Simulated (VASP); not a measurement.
# KSi16 (a cell with a defect) in VASP: single point with LDA

Aim: the single point of KSi16 (a cell with a defect) with LDA.

All numbers are computed with VASP 6.6.1; they aren't measurements. Logs are shortened: lines on timing, memory, paths and dates and some standing lists are left out, and cuts for length are marked.

### Step 1. The cell of the first run

The cell holds a defect, 17 atoms: a = 7.640 Å, b = 7.640 Å, c = 7.640 Å, α = 60.00°, β = 60.00°, γ = 60.00°.

### Step 2. Single point, LDA

INCAR reads:

```
SYSTEM = KSi16
PREC = Accurate ; ENCUT = 520
EDIFF = 1E-6 ; ISMEAR = 0
SIGMA = 0.02 ; LREAL = Auto
LASPH = .TRUE. ; NELM = 80
ALGO = Normal ; ISIF = 2
LWAVE = .FALSE. ; LCHARG = .FALSE.
NBANDS = 50 ; NELECT = 72.0
```

KPOINTS reads:

```
regular mesh
0
G
  3 3 3
  0 0 0
```

POSCAR reads:

```
KSi16
1.0
    0.0000000000      5.4019422760     -5.4019422760
    5.4019422760      5.4019422760      0.0000000000
    5.4019422760      0.0000000000     -5.4019422760
Si K
16 1
Direct
    0.1414489384      0.1391395838      0.1405501875
    0.1046578196      0.6860257498      0.1037594390
    0.5779616554      0.1391413424      0.1405495396
    0.6237056651      0.6086072068      0.1430827951
    0.1414489384      0.1391393987      0.5770633673
    0.1439821939      0.6086056333      0.6228070068
    0.6480982804      0.0557074631      0.6471982338
    0.6237058502      0.6086075771      0.6228061738
    0.2512942439      0.7663928618      0.2503956782
    0.2269017212      0.3192925640      0.2260038959
    0.7310178077      0.7663943427      0.2503947526
    0.7335510632      0.2358604433      0.2961387624
    0.2512941514      0.7663923990      0.7301197048
    0.2970384388      0.2358585921      0.7326524975
    0.7703421820      0.6889742263      0.7694430610
    0.7335508781      0.2358606284      0.7326517571
   -0.0625000199      0.1875000598     -0.0633985856
```

Potentials or basis: VASP PAW LDA potentials, release 64 (Si, K_sv).

Command:

```bash
$ cat potpaw_LDA.64/Si/POTCAR potpaw_LDA.64/K_sv/POTCAR > POTCAR
$ mpirun -np 1 vasp_std > vasp.out
```

OUTCAR:

```text
SYSTEM = KSi16
   PREC = Accurate
   ENCUT = 520
   EDIFF = 1E-6
   ISMEAR = 0
   LREAL = Auto
   LASPH = .TRUE.
   NELM = 80
   ISIF = 2
   NELECT = 72.0

 ion  position               nearest neighbor table
   1  0.141  0.139  0.141-  10 2.23   9 2.33  17 2.50  12 2.56  14 2.56
   2  0.105  0.686  0.104-  10 2.29   9 2.35  13 2.35  11 2.35  17 3.13
   3  0.578  0.139  0.141-  10 2.23  11 2.33  17 2.50  12 2.56  16 2.56
   4  0.624  0.609  0.143-  12 2.33  11 2.33   9 2.33  15 2.35
   5  0.141  0.139  0.577-  10 2.23  13 2.33  17 2.50  14 2.56  16 2.56
   6  0.144  0.609  0.623-  14 2.33   9 2.33  13 2.33  15 2.35
   7  0.648  0.056  0.647-  16 2.23  14 2.23  12 2.23  15 2.29
   8  0.624  0.609  0.623-  16 2.33  11 2.33  13 2.33  15 2.35
   9  0.251  0.766  0.250-   1 2.33   4 2.33   6 2.33   2 2.35
  10  0.227  0.319  0.226-   1 2.23   5 2.23   3 2.23   2 2.29
  11  0.731  0.766  0.250-   3 2.33   4 2.33   8 2.33   2 2.35
  12  0.734  0.236  0.296-   7 2.23   4 2.33  17 2.50   1 2.56   3 2.56
  13  0.251  0.766  0.730-   5 2.33   6 2.33   8 2.33   2 2.35
  14  0.297  0.236  0.733-   7 2.23   6 2.33  17 2.50   1 2.56   5 2.56
  15  0.770  0.689  0.769-   7 2.29   4 2.35   6 2.35   8 2.35  17 3.13
  16  0.734  0.236  0.733-   7 2.23   8 2.33  17 2.50   3 2.56   5 2.56
  17  0.937  0.188  0.937-   1 2.50  12 2.50   3 2.50  14 2.50   5 2.50  16 2.50  15 3.13   2 3.13

  LATTYP: Found a face centered cubic cell.
 ALAT       =    10.8038845520

  Lattice vectors:

 A1 = (   0.0000000000,   5.4019422760,  -5.4019422760)
 A2 = (   5.4019422760,   5.4019422760,   0.0000000000)
 A3 = (   5.4019422760,   0.0000000000,  -5.4019422760)

Analysis of symmetry for initial positions (statically):
=====================================================================
 Subroutine PRICEL returns:
 Original cell was already a primitive cell.

 Routine SETGRP: Setting up the symmetry group for a
 face centered cubic supercell.

 Subroutine GETGRP returns: Found 12 space group operations
 (whereof  1 operations were pure point group operations)
 out of a pool of 48 trial point group operations.

The static configuration has the point symmetry C_1 .
 The point group associated with its full space group is D_3d.

Analysis of symmetry for dynamics (positions and initial velocities):
=====================================================================
 Subroutine PRICEL returns:
 Original cell was already a primitive cell.

 Routine SETGRP: Setting up the symmetry group for a
 face centered cubic supercell.

 Subroutine GETGRP returns: Found 12 space group operations
 (whereof  1 operations were pure point group operations)
 out of a pool of 48 trial point group operations.

The dynamic configuration has the point symmetry C_1 .
 The point group associated with its full space group is D_3d.

 Subroutine INISYM returns: Found 12 space group operations
 (whereof  1 operations are pure point group operations),
 and found     1 'primitive' translations

----------------------------------------------------------------------------------------

                                     Primitive cell

  volume of cell :     315.2679

  direct lattice vectors                    reciprocal lattice vectors
     0.000000000  5.401942276 -5.401942276    -0.092559301  0.092559301 -0.092559301
     5.401942276  5.401942276  0.000000000     0.092559301  0.092559301  0.092559301
     5.401942276  0.000000000 -5.401942276     0.092559301 -0.092559301 -0.092559301

  length of vectors
     7.639500030  7.639500030  7.639500030     0.160317412  0.160317412  0.160317412

  position of ions in fractional coordinates (direct lattice)
     0.141448938  0.139139584  0.140550187
     0.104657820  0.686025750  0.103759439
     0.577961655  0.139141342  0.140549540
     0.623705665  0.608607207  0.143082795
     0.141448938  0.139139399  0.577063367
     0.143982194  0.608605633  0.622807007
[... 9 lines left out ...]
     0.733550878  0.235860628  0.732651757
     0.937499980  0.187500060  0.936601414

  ion indices of the primitive-cell ions
   primitive index   ion index
                 1           1
                 2           2
                 3           3
                 4           4
                 5           5
                 6           6
[... 9 lines left out ...]
                16          16
                17          17

----------------------------------------------------------------------------------------

 KPOINTS: regular mesh

Automatic generation of k-mesh.
 Grid dimensions read from file:
 generate k-points for:    3    3    3

 Generating k-lattice:

  Cartesian coordinates                     Fractional coordinates (reciprocal lattice)
    -0.030853100  0.030853100 -0.030853100     0.333333333  0.000000000  0.000000000
     0.030853100  0.030853100  0.030853100     0.000000000  0.333333333  0.000000000
     0.030853100 -0.030853100 -0.030853100     0.000000000  0.000000000  0.333333333

  Length of vectors
     0.053439137  0.053439137  0.053439137

  Shift w.r.t. Gamma in fractional coordinates (k-lattice)
     0.000000000  0.000000000  0.000000000

 Subroutine IBZKPT returns following result:
 ===========================================

 Found      6 irreducible k-points:

 Following reciprocal coordinates:
            Coordinates               Weight
  0.000000  0.000000  0.000000      1.000000
  0.333333  0.000000  0.000000      6.000000
  0.000000  0.333333  0.000000      2.000000
  0.333333  0.333333  0.000000      6.000000
 -0.333333  0.333333  0.000000      6.000000
  0.333333  0.000000 -0.333333      6.000000
   k-points           NKPTS =      6   k-points in BZ     NKDIM =      6   number of bands    NBANDS=     50
   number of dos      NEDOS =    301   number of ions     NIONS =     17
   total plane-waves  NPLWV = 216000
   dimension x,y,z NGX =    60 NGY =   60 NGZ =   60
   dimension x,y,z NGXF=   120 NGYF=  120 NGZF=  120
   ions per type =              16   1
   NGX,Y,Z   is equivalent  to a cutoff of  13.06, 13.06, 13.06 a.u.
   NGXF,Y,Z  is equivalent  to a cutoff of  26.11, 26.11, 26.11 a.u.
 SYSTEM =  KSi16
   PREC   = accura    normal or accurate (medium, high low for compatibility)
   ISTART =      0    job   : 0-new  1-cont  2-samecut
   ICHARG =      2    charge: 1-file 2-atom 10-const
   ISPIN  =      1    spin polarized calculation?
   LNONCOLLINEAR =      F non collinear calculations
   LSORBIT =      F    spin-orbit coupling
   LASPH  =      T    aspherical Exc in radial PAW
   ENCUT  =  520.0 eV  38.22 Ry    6.18 a.u.  14.20 14.20 14.20*2*pi/ulx,y,z
   NELM   =     80;   NELMIN=  2; NELMDL= -5     # of ELM steps
   EDIFF  = 0.1E-05   stopping-criterion for ELM
   LREAL  =      T    real-space projection
   EDIFFG = 0.1E-04   stopping-criterion for IOM
   NSW    =      0    number of steps for IOM
   IBRION =     -1    ionic relax: 0-MD 1-quasi-New 2-CG
   NFREE  =      0    steps in history (QN), initial steepest desc. (CG)
   ISIF   =      2    stress and relaxation
   ISYM   =      2    0-nonsym 1-usesym 2-fastsym
   POTIM  = 0.5000    time-step for ionic-motion
   TEBEG  =    0.0;   TEEND  =   0.0 temperature during run
   PSTRESS=    0.0 pullay stress
   NELECT =      72.0000    total number of electrons
   NUPDOWN=      -1.0000    fix difference up-down
   EMIN   =  10.00;   EMAX   =-10.00  energy-range for DOS
   EFERMI =   0.00;   METHOD = LEGACY
   ISMEAR =     0;   SIGMA  =   0.02  broadening in eV -4-tet -1-fermi 0-gaus
   EFERMI_NEDOS =   21; number of points for ismear=-14 and -15
   IALGO  =     38    algorithm
   IMIX   =      4    mixing-type and parameters
     AMIX     =   0.40;   BMIX     =  1.00
     AMIX_MAG =   1.60;   BMIX_MAG =  1.00
  volume/ion in A,a.u.               =      18.55       125.15
  Fermi-wavevector in a.u.,A,eV,Ry     =   1.000673  1.890999 13.624159  1.001347
  Thomas-Fermi vector in A             =   2.133045
   LORBIT       =      0    0 simple, 1 ext, 2 COOP (PROOUT), +10 PAW based schemes
   GGA     = CA    functional components
   LHFCALC =     F    Hartree Fock is set to
   AEXX    =    0.0000 exact exchange contribution
   IVDW    =     0    specifies the selected vdW correction
   LEPSILON=     F    determine dielectric tensor
   LRPA    =     F    only Hartree local field effects (RPA)
 non-spin polarized calculation
 Gauss-broadening in eV      SIGMA  =   0.02
  energy-cutoff  :      520.00
  volume of cell :      315.27
 maximum number of plane-waves:      8492
 NGX is ok and might be reduce to    60
   NGX = 29   NGY = 29   NGZ = 29

 number of electron      71.9999999 magnetization

 Free energy of the ion-electron system (eV)
  ---------------------------------------------------
  ext. energy  EPLUGINS =         0.00000000
  ---------------------------------------------------
  free energy    TOTEN  =       -97.24185813 eV

  energy without entropy =      -97.24097306  energy(sigma->0) =      -97.24141560

 E-fermi :   6.4055     XC(G=0):  -9.9178

 val. band max:        6.3800641989   @ k =   0.3333   0.0000   0.0000
 cond. band min:       6.4230177258   @ k =   0.0000   0.0000   0.0000
 fundamental gap:      0.0429535268
 Fermi energy:         6.4055145727

 k-point     1 :       0.0000    0.0000    0.0000
  band No.  band energies     occupation
      1     -23.4912      2.00000
      2      -8.2744      2.00000
      3      -8.2744      2.00000
      4      -7.4163      2.00000
      5      -5.7643      2.00000
      6      -3.7549      2.00000
[... 40 lines left out ...]
     47       8.8455      0.00000
     48       8.8461      0.00000

 k-point     2 :       0.3333    0.0000    0.0000
  band No.  band energies     occupation
      1     -23.4912      2.00000
      2      -8.2935      2.00000
      3      -8.2754      2.00000
      4      -7.4203      2.00000
      5      -5.3474      2.00000
      6      -4.3235      2.00000
[... 196 lines left out ...]
 k-point     6 :       0.3333    0.0000   -0.3333
  band No.  band energies     occupation
      1     -23.4912      2.00000
      2      -8.2906      2.00000
      3      -8.2871      2.00000
      4      -7.4246      2.00000
      5      -4.7559      2.00000
      6      -4.4673      2.00000
[... 40 lines left out ...]
     47       9.5223      0.00000
     48       9.6048      0.00000
 [bands above 48 left out]

------------------------ aborting loop because EDIFF is reached ----------------------------------------

  FORCE on cell =-STRESS in cart. coord.  units (eV):
  Direction    XX          YY          ZZ          XY          YZ          ZX
  --------------------------------------------------------------------------------------
  -------------------------------------------------------------------------------------
  Total        4.5254481      4.5254481      4.5254481     -5.0999882     -5.0999882     -5.0999882
  in kB       22.9981214     22.9981214     22.9981214    -25.9179078    -25.9179078    -25.9179078
  external PRESSURE =      22.9981214 kB  Pullay stress =       0.0000000 kB

 VOLUME and BASIS-vectors are now :
 -----------------------------------------------------------------------------
  energy-cutoff  :      520.00
  volume of cell :      315.27
      direct lattice vectors                 reciprocal lattice vectors
     0.000000000  5.401942276 -5.401942276    -0.092559301  0.092559301 -0.092559301
     5.401942276  5.401942276  0.000000000     0.092559301  0.092559301  0.092559301
     5.401942276  0.000000000 -5.401942276     0.092559301 -0.092559301 -0.092559301

 POSITION                                       TOTAL-FORCE (eV/Angst)
 -----------------------------------------------------------------------------------
      1.51087      1.51572     -1.52334         0.004901      0.004901     -0.043867
      4.26637      4.27123     -1.12586        -0.000227     -0.000227     -0.000227
      1.51087      3.87375     -3.88136         0.004901     -0.043867      0.004901
      4.06059      6.65688     -4.14215         0.007328      0.005762      0.005762
      3.86889      1.51572     -3.88136        -0.043867      0.004901      0.004901
      6.65202      4.06544     -4.14215         0.005762      0.007328      0.005762
[... 9 lines left out ...]
      5.23185      5.23670     -7.92034        -0.004901     -0.004901      0.043867
      6.07233      6.07719    -10.12379        -0.000000     -0.000000      0.000000
 -----------------------------------------------------------------------------------
    total drift:                                0.001797      0.000226     -0.001535

  FREE ENERGIE OF THE ION-ELECTRON SYSTEM (eV)
  ---------------------------------------------------
  free  energy   TOTEN  =       -97.2418581318 eV

  energy  without entropy=      -97.2409730605  energy(sigma->0) =      -97.24141560
```

Run time: 2.5 min. Hardware: 1 thread of Oxide Virtual Turin-like, shared host; peak memory 0.34 GiB.

Results:

```
Free energy   : -97.2419 eV
Largest force : 0.044 eV/Å
```

Forces on the atoms (eV/Å):
```
Si   0.005  0.005 -0.044
Si   0.000  0.000  0.000
Si   0.005 -0.044  0.005
Si   0.007  0.006  0.006
Si  -0.044  0.005  0.005
Si   0.006  0.007  0.006
Si  -0.010 -0.010 -0.010
Si   0.006  0.006  0.007
Si  -0.006 -0.006 -0.007
Si   0.010  0.010  0.010
Si  -0.006 -0.007 -0.006
Si   0.044 -0.005 -0.005
Si  -0.007 -0.006 -0.006
Si  -0.005  0.044 -0.005
Si   0.000  0.000  0.000
Si  -0.005 -0.005  0.044
K    0.000  0.000  0.000
```

Levels at points of the mesh, in eV from the Fermi level:
| k point | band 32 | band 33 | band 34 | band 35 | band 36 | band 37 | band 38 | band 39 | band 40 | band 41 |
| --- | --- | --- | --- | --- | --- | --- | --- | --- | --- | --- |
| (0.00, 0.00, 0.00) | -0.60 | -0.60 | -0.56 | -0.43 | -0.43 | 0.02 | 0.02 | 0.42 | 0.42 | 0.70 |

Caveat: the cell carries a net charge on a neutralising background, which shifts energy and pressure; the cell is charged against a uniform background, so pressure and absolute levels hang on convention.
